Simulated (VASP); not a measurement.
# CO2 (CO2-III) (Cmce) in VASP: notebook, part 2 of 2

VASP 6.6.1.

**3. Relaxation of cell and atoms, PBEsol, target pressure 10 GPa, at which the enthalpy is minimised**

Contents of INCAR:

```
SYSTEM = CO2
PREC     = Accurate       ! precision mode
ENCUT    = 600            ! plane-wave cutoff, eV
EDIFF    = 1E-7           ! SCF threshold, eV
ISMEAR   = 0              ! smearing method
SIGMA    = 0.01           ! smearing width, eV
LREAL    = .False.        ! projectors in reciprocal space
LASPH    = .True.         ! aspherical terms in the spheres
NELM     = 60             ! most SCF steps
ALGO     = Normal         ! electronic algorithm
ISIF     = 3              ! what is computed and relaxed
LWAVE    = .False.        ! write WAVECAR
LCHARG   = .False.        ! write CHGCAR
GGA      = PS             ! functional
IBRION   = 2              ! ionic algorithm
NSW      = 80             ! ionic steps
EDIFFG   = -0.003         ! ionic threshold
PSTRESS  = 100.0
```

Contents of KPOINTS:

```
Automatic mesh
0
Gamma
  6 6 5
  0 0 0
```

Contents of POSCAR:

```
CO2
1.0
    2.1650000000     -2.3300000000      0.0000000000
    2.1650000000      2.3300000000      0.0000000000
    0.0000000000      0.0000000000      5.9600000000
C O
2 4
Direct
    0.0000000000      0.0000000000      0.0000000000
    0.5000000000      0.5000000000      0.5000000000
    0.7850000000      0.2150000000      0.1150000000
    0.2150000000      0.7850000000      0.8850000000
    0.7150000000      0.2850000000      0.6150000000
    0.2850000000      0.7150000000      0.3850000000
```

Potentials or basis: VASP PAW PBE potentials, release 64 (C, O).

The run is started by

```console
$ cat potpaw_PBE.64/C/POTCAR potpaw_PBE.64/O/POTCAR > POTCAR
$ mpirun -np 1 vasp_std > vasp.out
```

OUTCAR:

```text
SYSTEM = CO2
   PREC = Accurate
   ENCUT = 600
   EDIFF = 1E-7
   ISMEAR = 0
   LREAL = .False.
   LASPH = .True.
   NELM = 60
   ISIF = 3
   GGA = PS
   IBRION = 2
   NSW = 80
   EDIFFG = -0.003
   PSTRESS = 100.0

 ion  position               nearest neighbor table
   1  0.000  0.000  0.000-   3 1.21   4 1.21
   2  0.500  0.500  0.500-   5 1.21   6 1.21
   3  0.785  0.215  0.115-   1 1.21
   4  0.215  0.785  0.885-   1 1.21
   5  0.715  0.285  0.615-   2 1.21
   6  0.285  0.715  0.385-   2 1.21

  LATTYP: Found a base centered orthorhombic cell.
 ALAT       =     4.3300000000
 B/A-ratio  =     1.0762124711
 C/A-ratio  =     1.3764434180

  Lattice vectors:

 A1 = (   2.1650000000,  -2.3300000000,   0.0000000000)
 A2 = (   2.1650000000,   2.3300000000,   0.0000000000)
 A3 = (   0.0000000000,   0.0000000000,   5.9600000000)

Analysis of symmetry for initial positions (statically):
=====================================================================
 Subroutine PRICEL returns:
 Original cell was already a primitive cell.

 Routine SETGRP: Setting up the symmetry group for a
 base centered orthorhombic supercell.

 Subroutine GETGRP returns: Found  8 space group operations
 (whereof  4 operations were pure point group operations)
 out of a pool of  8 trial point group operations.

The static configuration has the point symmetry C_2h.
 The point group associated with its full space group is D_2h.

Analysis of symmetry for dynamics (positions and initial velocities):
=====================================================================
 Subroutine PRICEL returns:
 Original cell was already a primitive cell.

 Routine SETGRP: Setting up the symmetry group for a
 base centered orthorhombic supercell.

 Subroutine GETGRP returns: Found  8 space group operations
 (whereof  4 operations were pure point group operations)
 out of a pool of  8 trial point group operations.

The dynamic configuration has the point symmetry C_2h.
 The point group associated with its full space group is D_2h.

 Subroutine INISYM returns: Found  8 space group operations
 (whereof  4 operations are pure point group operations),
 and found     1 'primitive' translations

----------------------------------------------------------------------------------------

                                     Primitive cell

  volume of cell :      60.1298

  direct lattice vectors                    reciprocal lattice vectors
     2.165000000 -2.330000000  0.000000000     0.230946882 -0.214592275  0.000000000
     2.165000000  2.330000000  0.000000000     0.230946882  0.214592275  0.000000000
     0.000000000  0.000000000  5.960000000     0.000000000  0.000000000  0.167785235

  length of vectors
     3.180585638  3.180585638  5.960000000     0.315255938  0.315255938  0.167785235

  position of ions in fractional coordinates (direct lattice)
     0.000000000  0.000000000  0.000000000
     0.500000000  0.500000000  0.500000000
     0.785000000  0.215000000  0.115000000
     0.215000000  0.785000000  0.885000000
     0.715000000  0.285000000  0.615000000
     0.285000000  0.715000000  0.385000000

  ion indices of the primitive-cell ions
   primitive index   ion index
                 1           1
                 2           2
                 3           3
                 4           4
                 5           5
                 6           6

[... 58 lines left out ...]
   ions per type =               2   4
   NGX,Y,Z   is equivalent  to a cutoff of  14.64, 14.64, 13.39 a.u.
   NGXF,Y,Z  is equivalent  to a cutoff of  29.27, 29.27, 26.78 a.u.
 SYSTEM =  CO2
   PREC   = accura    normal or accurate (medium, high low for compatibility)
   ISTART =      0    job   : 0-new  1-cont  2-samecut
   ICHARG =      2    charge: 1-file 2-atom 10-const
   ISPIN  =      1    spin polarized calculation?
   LNONCOLLINEAR =      F non collinear calculations
   LSORBIT =      F    spin-orbit coupling
   LASPH  =      T    aspherical Exc in radial PAW
   ENCUT  =  600.0 eV  44.10 Ry    6.64 a.u.   6.35  6.35 11.90*2*pi/ulx,y,z
   NELM   =     60;   NELMIN=  2; NELMDL= -5     # of ELM steps
   EDIFF  = 0.1E-06   stopping-criterion for ELM
   LREAL  =      F    real-space projection
   EDIFFG = -.3E-02   stopping-criterion for IOM
   NSW    =     80    number of steps for IOM
   IBRION =      2    ionic relax: 0-MD 1-quasi-New 2-CG
   NFREE  =      1    steps in history (QN), initial steepest desc. (CG)
   ISIF   =      3    stress and relaxation
   ISYM   =      2    0-nonsym 1-usesym 2-fastsym
   POTIM  = 0.5000    time-step for ionic-motion
   TEBEG  =    0.0;   TEEND  =   0.0 temperature during run
   PSTRESS=  100.0 pullay stress
   NELECT =      32.0000    total number of electrons
   NUPDOWN=      -1.0000    fix difference up-down
   EMIN   =  10.00;   EMAX   =-10.00  energy-range for DOS
   EFERMI =   0.00;   METHOD = LEGACY
   ISMEAR =     0;   SIGMA  =   0.01  broadening in eV -4-tet -1-fermi 0-gaus
   EFERMI_NEDOS =   21; number of points for ismear=-14 and -15
   IALGO  =     38    algorithm
   IMIX   =      4    mixing-type and parameters
     AMIX     =   0.40;   BMIX     =  1.00
     AMIX_MAG =   1.60;   BMIX_MAG =  1.00
  volume/ion in A,a.u.               =      10.02        67.63
  Fermi-wavevector in a.u.,A,eV,Ry     =   1.326666  2.507034 23.946820  1.760042
  Thomas-Fermi vector in A             =   2.456035
   LORBIT       =      0    0 simple, 1 ext, 2 COOP (PROOUT), +10 PAW based schemes
   GGA     = PS    functional components
   LHFCALC =     F    Hartree Fock is set to
   AEXX    =    0.0000 exact exchange contribution
   IVDW    =     0    specifies the selected vdW correction
   LEPSILON=     F    determine dielectric tensor
   LRPA    =     F    only Hartree local field effects (RPA)
 conjugate gradient relaxation of ions
 non-spin polarized calculation
 Gauss-broadening in eV      SIGMA  =   0.01
  energy-cutoff  :      600.00
  volume of cell :       60.13
 maximum number of plane-waves:      2032
 NGX is ok and might be reduce to    28
   NGX = 13   NGY = 13   NGZ = 23

--------------------------------------- Ionic step        1  -------------------------------------------

 number of electron      31.9999988 magnetization

 Free energy of the ion-electron system (eV)
  ---------------------------------------------------
  ext. energy  EPLUGINS =         0.00000000
  ---------------------------------------------------
  free energy    TOTEN  =       -46.45113717 eV

  energy without entropy =      -46.45113717  energy(sigma->0) =      -46.45113717

------------------------ aborting loop because EDIFF is reached ----------------------------------------

  FORCE on cell =-STRESS in cart. coord.  units (eV):
  Direction    XX          YY          ZZ          XY          YZ          ZX
  --------------------------------------------------------------------------------------
  -------------------------------------------------------------------------------------
  Total        6.4721658    -11.5241842     -2.2174819      0.0000000      0.0000000      0.0000000
  in kB      172.4527551   -307.0652682    -59.0854556      0.0000000      0.0000000      0.0000000
  external PRESSURE =    -164.5659896 kB  Pullay stress =     100.0000000 kB
[... 109 lines left out ...]
  energy  without entropy=      -46.4237268534  energy(sigma->0) =      -46.42372685

  enthalpy is  TOTEN    =       -42.7082472236 eV   P V=        3.7154796298

 E-fermi :   0.0583     XC(G=0): -10.3112

 val. band max:        0.0149870482   @ k =   0.5000   0.5000   0.0000
 cond. band min:       5.3816644480   @ k =   0.0000   0.0000   0.0000
 fundamental gap:      5.3666773998
 Fermi energy:         0.0583279768

 k-point     1 :       0.0000    0.0000    0.0000
  band No.  band energies     occupation
      1     -22.0866      2.00000
      2     -21.5716      2.00000
      3     -20.3269      2.00000
      4     -20.0686      2.00000
      5      -6.7924      2.00000
      6      -5.9166      2.00000
[... 541 lines left out ...]
     19       8.6860      0.00000
     20       8.7515      0.00000

 [... further k-points ...]

[... ionic steps 4 to 36 ...]

--------------------------------------- Ionic step       37  -------------------------------------------

 number of electron      31.9999999 magnetization

------------------------ aborting loop because EDIFF is reached ----------------------------------------
[... 79 lines left out ...]
--------------------------------------- Ionic step       39  -------------------------------------------

 number of electron      32.0000000 magnetization

 Free energy of the ion-electron system (eV)
  ---------------------------------------------------
  ext. energy  EPLUGINS =         0.00000000
  ---------------------------------------------------
  free energy    TOTEN  =       -46.99223376 eV

  energy without entropy =      -46.99223376  energy(sigma->0) =      -46.99223376

 E-fermi :  -0.3701     XC(G=0): -10.1756

 val. band max:       -0.4836449745   @ k =   0.5000   0.5000   0.0000
 cond. band min:       5.2823484837   @ k =   0.0000   0.0000   0.0000
 fundamental gap:      5.7659934582
 Fermi energy:        -0.3700788210

 k-point     1 :       0.0000    0.0000    0.0000
  band No.  band energies     occupation
      1     -22.1873      2.00000
      2     -21.6634      2.00000
      3     -20.5835      2.00000
      4     -20.3121      2.00000
      5      -6.9402      2.00000
      6      -6.1815      2.00000
[... 580 lines left out ...]
  energy  without entropy=      -46.9922337633  energy(sigma->0) =      -46.99223376

  enthalpy is  TOTEN    =       -43.2639343571 eV   P V=        3.7282994062

 reached required accuracy - stopping structural energy minimisation
```

Wall time 15 min (1 thread of Intel Xeon Platinum 8488C (Sapphire Rapids), shared host); peak memory 0.21 GiB.

What came out:

- Free energy: -46.9922 eV
- Relaxed volume: 9.96 Å³/atom
- Relaxed cell: a = 3.173 Å, b = 3.173 Å, c = 5.955 Å, α = 90.00°, β = 90.00°, γ = 85.15°
- Space group after relaxing (to 0.05 Å): Cmce (No. 64)
- Energy change on relaxing (the enthalpy is what falls): -90.2 meV/atom
- Ionic steps: 39
- Pressure after relaxing: 10.0 GPa
- Band gap on the k mesh: 5.77 eV, indirect (least direct gap 6.84 eV)

Forces in eV/Å, atoms in the order of the input:
```
C    0.000  0.000  0.000
C    0.000  0.000  0.000
O    0.000  0.002  0.000
O    0.000 -0.002  0.000
O    0.000 -0.002  0.000
O    0.000  0.002  0.000
```

Step by step:
```csv
step,energy change (eV),largest force (eV/Å),pressure (GPa),volume (Å³)
1,0.0000,4.1485,-6.46,60.13
2,25.4377,67.3570,267.06,51.31
3,0.0274,4.1412,-6.10,59.53
4,-0.2168,2.5052,1.16,58.97
5,-0.3101,0.5351,13.91,58.13
6,-0.3175,0.2938,12.44,58.22
7,-0.3149,0.3770,13.07,58.19
8,-0.4362,0.3178,11.76,59.18
9,-0.5992,0.1740,9.52,61.00
10,-0.6239,0.1393,9.08,61.37
11,-0.5957,0.1749,8.35,60.82
12,-0.5777,0.3434,7.97,60.52
13,-0.5717,0.3036,8.23,60.40
14,-0.5527,0.1847,9.05,60.05
15,-0.5100,0.1005,10.75,59.34
16,-0.5246,0.0632,10.19,59.57
17,-0.5251,0.0623,10.20,59.58
18,-0.5268,0.0611,10.22,59.60
19,-0.5301,0.0650,10.26,59.65
20,-0.5366,0.0917,10.34,59.74
21,-0.5489,0.1724,10.50,59.92
22,-0.5712,0.3515,10.83,60.29
23,-0.5572,0.2373,10.62,60.05
24,-0.5580,0.2297,10.58,60.06
25,-0.5604,0.2063,10.45,60.10
26,-0.5650,0.1596,10.20,60.16
27,-0.5738,0.0672,9.71,60.30
28,-0.5770,0.0332,9.52,60.35
29,-0.5766,0.0324,9.52,60.34
30,-0.5755,0.0313,9.54,60.32
31,-0.5732,0.0289,9.56,60.28
32,-0.5685,0.0238,9.62,60.20
33,-0.5589,0.0137,9.74,60.03
34,-0.5388,0.0074,9.99,59.70
35,-0.5383,0.0456,10.19,59.69
36,-0.5386,0.0208,10.10,59.69
37,-0.5389,0.0191,10.08,59.70
38,-0.5396,0.0133,10.05,59.71
39,-0.5411,0.0022,9.99,59.73
```

Final structure:
```
C O
1.0
     2.33639   -2.14670    0.00000
     2.33639    2.14670    0.00000
     0.00000    0.00000    5.95489
C O
2 4
Direct
  0.00000 0.00000 0.00000
  0.50000 0.50000 0.50000
  0.78108 0.21892 0.11654
  0.21892 0.78108 0.88346
  0.71892 0.28108 0.61654
  0.28108 0.71892 0.38346
```

Levels at points of the mesh, in eV from the valence-band top:
| k point | band 12 | band 13 | band 14 | band 15 | band 16 | band 17 | band 18 | band 19 | band 20 |
| --- | --- | --- | --- | --- | --- | --- | --- | --- | --- |
| (0.00, 0.00, 0.00) | -3.22 | -1.86 | -1.84 | -1.15 | -1.08 | 5.77 | 6.70 | 6.81 | 6.95 |
| (0.50, 0.00, 0.00) | -3.63 | -1.27 | -1.27 | -0.49 | -0.49 | 6.63 | 6.63 | 8.39 | 8.39 |
| (0.50, 0.50, 0.00) | -3.49 | -2.05 | -1.46 | -0.74 | 0.00 | 7.04 | 8.88 | 9.05 | 9.19 |

Caveat: the cell is relaxed towards a set pressure, so the enthalpy falls and the energy may rise; the PAW data sets were made with another functional, which shifts forces and pressure a little. A k mesh can miss the band edges.
